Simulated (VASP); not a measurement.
# LiTc12 (a cell with a defect) in VASP: further runs

Runs on LiTc12 (a cell with a defect). Level: LDA. Tasks: single point.

Everything below comes from runs of VASP 6.6.1. Logs are shortened: lines on timing, memory, paths and dates and some standing lists are left out, and cuts for length are marked.

**1. The cell of the first run**

The cell holds a defect, 13 atoms: a = 5.480 Å, b = 8.220 Å, c = 4.395 Å, α = 90.00°, β = 90.00°, γ = 120.00°.

**2. Single point, LDA**

Input file INCAR:

```
PREC = Accurate ; ENCUT = 520
EDIFF = 1E-7 ; ISMEAR = -1
SIGMA = 0.15 ; LREAL = F
LASPH = T ; NELM = 60
ALGO = Normal ; ISIF = 2
LWAVE = F ; LCHARG = F
GGA = CA ; NBANDS = 92
```

Input file KPOINTS:

```
Automatic mesh
0
Gamma
  2 2 2
```

Input file POSCAR:

```
LiTc12
1.0
    5.4800000000      0.0000000000      0.0000000000
   -4.1100000000      7.1187290000      0.0000000000
    0.0000000000      0.0000000000      4.3949600000
Tc Li
12 1
Direct
    0.0291220027      0.0468342031     -0.0129466480
    0.1775137775      0.2183395379      0.4896972896
    0.0136487650      0.3323346064     -0.0464623114
    0.1855907579      0.5536100616      0.4638495003
   -0.0170223328      0.6520967437     -0.0476682382
    0.1768823088      0.8953564604      0.5300389537
    0.4642072035     -0.0386726338     -0.0090558276
    0.6897433664      0.2306310579      0.4727688079
    0.5192325293      0.3231616206     -0.0245736025
    0.6541501509      0.5503510528      0.5394360813
    0.4412226394      0.6425304292     -0.0477820048
    0.6468514729      0.9004978276      0.5457842620
    0.8197341096      0.7868960878      0.2318792435
```

Potentials or basis: VASP PAW LDA potentials, release 64 (Tc_pv, Li_sv).

On the command line:

```
$ cat potpaw_LDA.64/Tc_pv/POTCAR potpaw_LDA.64/Li_sv/POTCAR > POTCAR
$ mpirun -np 1 vasp_std > vasp.out
```

OUTCAR:

```text
PREC = Accurate
   ENCUT = 520
   EDIFF = 1E-7
   ISMEAR = -1
   LREAL = F
   LASPH = T
   NELM = 60
   ISIF = 2
   GGA = CA

 ion  position               nearest neighbor table
   1  0.029  0.047  0.987-  13 2.14   3 2.39   9 2.50   2 2.51   2 2.53  12 2.66   6 2.69   7 2.80
                             7 2.81   6 2.98  12 3.06   5 3.13  11 3.28
   2  0.178  0.218  0.490-   1 2.51   1 2.53   3 2.58   6 2.66  10 2.68   9 2.68   8 2.73   4 2.74
                             8 2.76   9 2.78  12 2.78   3 2.84
   3  0.014  0.332  0.954-   1 2.39  11 2.45   2 2.58   8 2.61   4 2.67   9 2.67   5 2.72   4 2.74
                             8 2.75   9 2.81   2 2.84   7 3.03
   4  0.186  0.554  0.464-  11 2.47  11 2.56  10 2.60   3 2.67   8 2.69   5 2.72  12 2.73   2 2.74
                             3 2.74   5 2.80   6 2.85  10 2.92
   5  0.983  0.652  0.952-  13 2.13  10 2.39   6 2.54  11 2.55   7 2.60   9 2.63   3 2.72   4 2.72
                             4 2.80  11 2.93  10 3.02   6 3.07   1 3.13
   6  0.177  0.895  0.530-  13 2.14   7 2.45   5 2.54  12 2.56   2 2.66   1 2.69   7 2.74   8 2.79
                             4 2.85  10 2.85  12 2.93   1 2.98   5 3.07
   7  0.464  0.961  0.991-  12 2.36   6 2.45  11 2.57   5 2.60   6 2.74  12 2.77   1 2.80   1 2.81
                             9 2.84   8 2.86   8 2.98   3 3.03
   8  0.690  0.231  0.473-   3 2.61  12 2.62   9 2.63   9 2.65   4 2.69   2 2.73  10 2.75   3 2.75
                             2 2.76   6 2.79   7 2.86   7 2.98
   9  0.519  0.323  0.975-   1 2.50  10 2.51   5 2.63   8 2.63   8 2.65   3 2.67   2 2.68   2 2.78
                             3 2.81   7 2.84  11 2.86  10 2.97
  10  0.654  0.550  0.539-  13 2.16   5 2.39  11 2.47   9 2.51   4 2.60   2 2.68   8 2.75   6 2.85
                            12 2.90   4 2.92   9 2.97   5 3.02  11 3.08
  11  0.441  0.643  0.952-  13 2.18   3 2.45   4 2.47  10 2.47   5 2.55   4 2.56  12 2.56   7 2.57
                             9 2.86   5 2.93  10 3.08  12 3.19   1 3.28
  12  0.647  0.900  0.546-  13 2.13   7 2.36   6 2.56  11 2.56   8 2.62   1 2.66   4 2.73   7 2.77
                             2 2.78  10 2.90   6 2.93   1 3.06  11 3.19
  13  0.820  0.787  0.232-   5 2.13  12 2.13   1 2.14   6 2.14  10 2.16  11 2.18

  LATTYP: Found a simple monoclinic cell.
 ALAT       =     5.4800000000
 B/A-ratio  =     0.8020000000
 C/A-ratio  =     1.3228756879
 COS(beta)  =    -0.1889822319

  Lattice vectors:

 A1 = (   5.4800000000,   0.0000000000,   0.0000000000)
 A2 = (   0.0000000000,   0.0000000000,   4.3949600000)
 A3 = (  -1.3700000000,  -7.1187290000,   0.0000000000)

Analysis of symmetry for initial positions (statically):
=====================================================================
 Subroutine PRICEL returns:
 Original cell was already a primitive cell.

 Routine SETGRP: Setting up the symmetry group for a
 simple monoclinic supercell.
[... 143 lines left out ...]
     AMIX     =   0.40;   BMIX     =  1.00
     AMIX_MAG =   1.60;   BMIX_MAG =  1.00
  volume/ion in A,a.u.               =      13.19        89.00
  Fermi-wavevector in a.u.,A,eV,Ry     =   1.596472  3.016894 34.677466  2.548722
  Thomas-Fermi vector in A             =   2.694229
   LORBIT       =      0    0 simple, 1 ext, 2 COOP (PROOUT), +10 PAW based schemes
   GGA     = CA    functional components
   LHFCALC =     F    Hartree Fock is set to
   AEXX    =    0.0000 exact exchange contribution
   IVDW    =     0    specifies the selected vdW correction
   LEPSILON=     F    determine dielectric tensor
   LRPA    =     F    only Hartree local field effects (RPA)
 non-spin polarized calculation
  energy-cutoff  :      520.00
  volume of cell :      171.45
 maximum number of plane-waves:      4640
 NGX is ok and might be reduce to    42
   NGX = 21   NGY = 31   NGZ = 17

 number of electron     159.0000005 magnetization

 Free energy of the ion-electron system (eV)
  ---------------------------------------------------
  ext. energy  EPLUGINS =         0.00000000
  ---------------------------------------------------
  free energy    TOTEN  =      -138.65003833 eV

  energy without entropy =     -137.81102704  energy(sigma->0) =     -138.23053268

 E-fermi :  12.9845     XC(G=0): -14.0944

 val. band max:       12.9561829601   @ k =   0.0000   0.5000   0.0000
 cond. band min:      12.9876957122   @ k =   0.5000   0.0000   0.5000
 fundamental gap:      0.0315127521
 Fermi energy:        12.9844754315

 k-point     1 :       0.0000    0.0000    0.0000
  band No.  band energies     occupation
      1     -31.5286      2.00000
      2     -26.6219      2.00000
      3     -26.4576      2.00000
      4     -26.4348      2.00000
      5     -26.3840      2.00000
      6     -26.2594      2.00000
[... 741 lines left out ...]
     90      15.1422      0.00000
     91      15.3323      0.00000
 [bands above 91 left out]

------------------------ aborting loop because EDIFF is reached ----------------------------------------

  FORCE on cell =-STRESS in cart. coord.  units (eV):
  Direction    XX          YY          ZZ          XY          YZ          ZX
  --------------------------------------------------------------------------------------
  -------------------------------------------------------------------------------------
  Total       13.6235037     10.1854210     16.9620315      0.9989833      0.9773484      0.7077081
  in kB      127.3096873     95.1812977    158.5077504      9.3353555      9.1331803      6.6134311
  external PRESSURE =     126.9995785 kB  Pullay stress =       0.0000000 kB

 VOLUME and BASIS-vectors are now :
 -----------------------------------------------------------------------------
  energy-cutoff  :      520.00
  volume of cell :      171.45
      direct lattice vectors                 reciprocal lattice vectors
     5.480000000  0.000000000  0.000000000     0.182481752  0.105355886  0.000000000
    -4.110000000  7.118729000  0.000000000     0.000000000  0.140474514  0.000000000
     0.000000000  0.000000000  4.394960000     0.000000000  0.000000000  0.227533356

 POSITION                                       TOTAL-FORCE (eV/Angst)
 -----------------------------------------------------------------------------------
     -0.03290      0.33340      4.33806         0.688310     -1.556168     -0.151470
      0.07540      1.55430      2.15220        -0.008260      0.150851     -0.476945
     -1.29110      2.36580      4.19076        -1.666372     -0.183592      0.040966
     -1.25830      3.94100      2.03860        -1.320814      0.330169      0.604393
      2.70660      4.64210      4.18546         1.126807     -0.375186      0.458452
     -2.71060      6.37380      2.32950         0.166648      0.604292     -0.518471
     -1.40720      6.84343      4.35516        -0.334613      1.625627      1.483861
      2.83190      1.64180      2.07780        -0.579085     -0.281009      0.501652
      1.51720      2.30050      4.28696        -0.085336      0.352297      0.340118
      1.32280      3.91780      2.37080         0.608925     -1.493338     -1.834040
     -0.22290      4.57400      4.18496         1.213833      0.007938      0.760936
     -0.15630      6.41040      2.39870         0.723543      0.782678     -0.932860
      1.25800      5.60170      1.01910        -0.533586      0.035441     -0.276592
 -----------------------------------------------------------------------------------
    total drift:                               -0.000012      0.000161      0.000355

  FREE ENERGIE OF THE ION-ELECTRON SYSTEM (eV)
  ---------------------------------------------------
  free  energy   TOTEN  =      -138.6500383317 eV

  energy  without entropy=     -137.8110270354  energy(sigma->0) =     -138.23053268
```

It took 3.6 min on 1 thread of Intel Xeon Platinum 8259CL at 2.50GHz (Skylake/Cascade Lake), shared host; peak memory 0.28 GiB.

What came out:

| Item | Value |
| --- | --- |
| Free energy | -138.6500 eV |
| Largest force | 2.442 eV/Å |

Forces in eV/Å, atoms in the order of the input:
```
Tc   0.688 -1.556 -0.151
Tc  -0.008  0.151 -0.477
Tc  -1.666 -0.184  0.041
Tc  -1.321  0.330  0.604
Tc   1.127 -0.375  0.458
Tc   0.167  0.604 -0.518
Tc  -0.335  1.626  1.484
Tc  -0.579 -0.281  0.502
Tc  -0.085  0.352  0.340
Tc   0.609 -1.493 -1.834
Tc   1.214  0.008  0.761
Tc   0.724  0.783 -0.933
Li  -0.534  0.035 -0.277
```

Caveat: the k points lie up to 0.71 Å⁻¹ apart; the cutoff is under 1.25 times the usual one of these potentials, so pressure, stress and relaxed cells hold a basis-set (Pulay) error.

(Part 1 of 2 ends here.)
